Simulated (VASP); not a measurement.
CdF2:

```
CELL_PARAMETERS angstrom
0.00000 2.69400 2.69400
2.69400 0.00000 2.69400
2.69400 2.69400 0.00000
ATOMIC_POSITIONS crystal
Cd 0.00000 0.00000 0.00000
F 0.75000 0.75000 0.75000
F 0.25000 0.25000 0.25000
```

Program: VASP 6.6.1. Alike in all runs: task single point; no spin polarisation; cell as given; k mesh 5 × 5 × 5; cutoff (eV) 520; smearing fermi-dirac 0.05 eV.

Problem. Order these runs on this cell by their band gap on the k mesh, lowest first.
A. level BLYP; potentials or basis VASP PAW PBE potentials, release 64 (Cd, F)
B. level LDA; potentials or basis VASP PAW LDA potentials, release 64 (Cd, F)
C. level PBEsol-based global hybrid with 25 % exact exchange; potentials or basis VASP PAW PBE potentials, release 64 (Cd, F); grid for exact exchange (PRECFOCK) Normal; share of exact exchange 0.25
D. level r2SCAN; potentials or basis VASP PAW PBE potentials, release 64 (Cd, F)

Solution. B (2.88 eV), A (3.22 eV), D (3.83 eV), C (5.86 eV).

Caveats: an odd mesh through Γ misses points on the zone boundary, where band edges can lie; the cell stands under tension (at least some runs).
